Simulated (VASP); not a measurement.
Wanted: the native input for a VASP 6.6.1 run.

* Task: relaxation of cell and atoms
* Functional: PBEsol
* Potentials or basis: VASP PAW PBE potentials, release 64 (Sr_sv, O)
* Cutoff: 600 eV
* k mesh: 8 × 8 × 8
* Occupations: gaussian, width 0.01 eV
* Spin: no spin polarisation
* Target pressure: 2 GPa
* Dipole correction: no
* Further INCAR settings: ALGO = Normal; EDIFF = 1e-07; IBRION = 2; EDIFFG = -0.002; NSW = 100; ISIF = 3

The structure of SrO lies in POSCAR:

```
SrO
1.0
    2.5614438832      2.5614438832      0.0000000000
   -2.5614438832      2.5614438832      0.0000000000
    0.0000000000      2.5614438832      2.5614438832
Sr O
1 1
Direct
    0.5000000000      0.5000000000      0.0000000000
    0.0000000000      0.0000000000      0.0000000000
```

The input as run:

INCAR

```
SYSTEM = SrO
PREC = Accurate ; ENCUT = 600
EDIFF = 1E-7 ; ISMEAR = 0
SIGMA = 0.01 ; LREAL = .FALSE.
LASPH = .TRUE. ; NELM = 120
ALGO = Normal ; ISIF = 3
LWAVE = .FALSE. ; LCHARG = .FALSE.
GGA = PS ; IBRION = 2
NSW = 100 ; EDIFFG = -0.002
PSTRESS = 20.0 ; GGA_COMPAT = .FALSE.
NELMIN = 4
```

KPOINTS

```
Automatic mesh
0
G
  8 8 8
  0 0 0
```

Potentials or basis: VASP PAW PBE potentials, release 64 (Sr_sv, O).

The run is started by

```console
$ cat potpaw_PBE.64/Sr_sv/POTCAR potpaw_PBE.64/O/POTCAR > POTCAR
$ mpirun -np 1 vasp_std > vasp.out
```

It gave:

```json
{
 "Relaxed volume": "16.56 Å³/atom",
 "Relaxed cell": "a = 3.605 Å, b = 3.605 Å, c = 3.605 Å, α = 60.00°, β = 60.00°, γ = 90.00°",
 "Space group after relaxing (to 0.1 Å)": "Fm-3m (No. 225)",
 "Energy change on relaxing (the run minimises the enthalpy)": "+1.9 meV/atom",
 "Ionic steps": "3",
 "Pressure after relaxing": "2.0 GPa",
 "Band gap on the k mesh": "3.14 eV (least direct gap 3.20 eV)"
}
```

Caveat: the cell is relaxed towards a set pressure, so the run minimises the enthalpy, not the energy; the PAW data sets were made with another functional, which shifts forces and pressure a little.

Run time: 21 s on 1 thread of Intel(R) Xeon(R) 6975P-C (Granite Rapids) (shared host), peak memory 0.18 GiB.
